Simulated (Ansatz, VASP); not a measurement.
**MnO2: VASP beside Ansatz**

Contents of INCAR:

```
PREC = Accurate
ENCUT = 520
EDIFF = 1E-6
ISMEAR = -1
SIGMA = 0.05
LREAL = False
LASPH = True
NELM = 150
ALGO = Normal
ISIF = 2
LWAVE = False
LCHARG = True
ISPIN = 2
MAGMOM = 4 0 0
LORBIT = 11
LMAXMIX = 4
GGA = PS
LELF = True
LVHAR = True
NBANDS = 24
```

File KPOINTS:

```
Automatic mesh
0
Gamma
  11 11 6
```

File POSCAR:

```
MnO2
1.0
    2.7982643040      0.0000000000      0.0000000000
   -1.3991321520      2.4233679738      0.0000000000
    0.0000000000      0.0000000000      4.5074421091
Mn O
1 2
Direct
    0.0000000000      0.0000000000      0.5000000000
    0.3333333333      0.6666666667      0.7062925700
    0.6666666667      0.3333333333      0.2937074300
```

Contents of input.yaml:

```yaml
crystal:
  lattice:
    - [2.798264304, 0.0, 0.0]
    - [-1.399132152, 2.4233679738, 0.0]
    - [0.0, 0.0, 4.5074421091]
  atoms:
    - { symbol: Mn, position: [0.0, 0.0, 0.5], spin: 4.0 }
    - { symbol: O, position: [0.3333333333, 0.6666666667, 0.70629257] }
    - { symbol: O, position: [0.6666666667, 0.3333333333, 0.29370743] }
kpoints:
  mp_grid: { grid: [11, 11, 6] }
scf:
  occupations: { method: fermi_dirac, width: 0.05 }
hamiltonian:
  xc: pbesol
  pseudopotentials: { kind: all_electron, lapw: { basis_error: 0.002 } }
magnetization:
  spin_polarized: true
output:
  forces: true
  stress: true
  eigenvalues: true
```

Change from the starting cell: volume scaled by 0.94.

Alike in both runs: task single point; functional PBEsol; k mesh 11 × 11 × 6; occupations fermi-dirac, width 0.05 eV; collinear spin.

|  | VASP | Ansatz |
| --- | --- | --- |
| version | VASP 6.6.1 | Ansatz 0.2.0 |
| potentials or method | VASP PAW PBE potentials, release 64 (Mn_pv, O), cutoff 520 eV | all-electron LAPW, scalar-relativistic |

Ansatz gave:

| Item | Value |
| --- | --- |
| gap on the k mesh at the Fermi level (eV) | 0.51 |
| least direct gap on the mesh (eV) | 0.55 |
| pressure (GPa) | 11.9 |
| traceless stress, the component that is largest in VASP (GPa) | -2.42 |
| rms of the force components (eV/Å) | 0.381 |
| net moment per atom (μB) | 1.00 |
| size of the moment on the site where the two differ most (μB) | 2.65 |

**Question.** Which values does VASP return?

**Answer.** gap on the k mesh at the Fermi level (eV): 0.46; least direct gap on the mesh (eV): 0.50; pressure (GPa): 12.9; traceless stress, the component that is largest in VASP (GPa): -2.89; rms of the force components (eV/Å): 0.423; net moment per atom (μB): 1.00; size of the moment on the site where the two differ most (μB): 2.78.

VASP's potentials were made for PBE, not for PBEsol. Site moments also hang on the region over which each program counts them. Atom by atom the forces differ by 0.043 eV/Å (rms over components). Ansatz ran all-electron here, and VASP with PAW potentials.
